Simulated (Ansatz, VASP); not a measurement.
## One calculation of Pb, two programs

```
Pb
1.0
     0.00000    2.52050    2.52050
     2.52050    0.00000    2.52050
     2.52050    2.52050    0.00000
Pb
1
Direct
  0.00000 0.00000 0.00000
```

Alike in both runs: functional PBE; k mesh 16 × 16 × 16; occupations fermi-dirac, width 0.15 eV; no spin polarisation.

Ansatz relaxed the structure, and its values are those at the end. VASP's run is a single point on that final structure, the one shown.

|  | VASP | Ansatz |
| --- | --- | --- |
| version | VASP 6.6.1 | Ansatz 0.2.0 |
| potentials or method | VASP PAW PBE potentials, release 64 (Pb_d), cutoff 520 eV | scalar-relativistic, plane waves, PAW |
| valence electrons in the cell | 14 | 14 |

VASP gave:

* gap on the k mesh at the Fermi level (eV): none
* pressure (GPa): -0.1

**Question.** Estimate Ansatz's values.

**Answer.** gap on the k mesh at the Fermi level (eV): none; pressure (GPa): 0.0.

A gap of «none» marks a metal or a gap that the smearing closes.

Spin-orbit coupling is off throughout.
